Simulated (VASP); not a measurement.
Wanted: the native input for a VASP 6.6.1 run.

```
Task                   : single point
Functional             : PBEsol
Potentials or basis    : VASP PAW PBE potentials, release 64 (Ti_sv, O)
Cutoff                 : 520 eV
k mesh                 : 9 × 9 × 9
Occupations            : gaussian, width 0.1 eV
Spin                   : no spin polarisation
Dipole correction      : no
Further INCAR settings : ALGO = Normal; EDIFF = 1e-06; NBANDS = 53
```

The structure of Ti2O3 lies in POSCAR:

```
Ti2O3
1.0
    2.5197817670      1.4547966815      4.6253897484
   -2.5197817670      1.4547966815      4.6253897484
    0.0000000000     -2.9095933630      4.6253897484
Ti O
4 6
Direct
    0.3454073468      0.3454073468      0.3454073468
    0.1545926532      0.1545926532      0.1545926532
    0.6545926532      0.6545926532      0.6545926532
    0.8454073468      0.8454073468      0.8454073468
    0.5617720579      0.9382279421      0.2500000000
    0.2500000000      0.5617720579      0.9382279421
    0.9382279421      0.2500000000      0.5617720579
    0.4382279421      0.0617720579      0.7500000000
    0.7500000000      0.4382279421      0.0617720579
    0.0617720579      0.7500000000      0.4382279421
```

One way to write it, as run:

INCAR

```
PREC = Accurate ; ENCUT = 520
EDIFF = 1E-6 ; ISMEAR = 0
SIGMA = 0.1 ; LREAL = False
LASPH = True ; NELM = 100
ALGO = Normal ; ISIF = 2
LWAVE = False ; LCHARG = False
GGA = PS ; NBANDS = 53
```

KPOINTS

```
regular mesh
0
Gamma
  9 9 9
```

Potentials or basis: VASP PAW PBE potentials, release 64 (Ti_sv, O).

Command:

```sh
$ cat potpaw_PBE.64/Ti_sv/POTCAR potpaw_PBE.64/O/POTCAR > POTCAR
$ mpirun -np 1 vasp_std > vasp.out
```

Results of the run:

```
Pressure               : 0.7 GPa
Largest force          : 0.033 eV/Å
Band gap on the k mesh : zero (band 42 reaches 9.45 eV, above the bottom of band 43 at 8.88 eV)
```

Caveat: the PAW data sets were made with another functional, which shifts forces and pressure a little; semilocal functionals often make such compounds metallic where correlation or magnetic order opens a gap, which also shifts bond lengths.

Run time: 5.5 min on 1 thread of Intel(R) Xeon(R) 6975P-C (Granite Rapids), with other jobs on the host, peak memory 0.47 GiB.
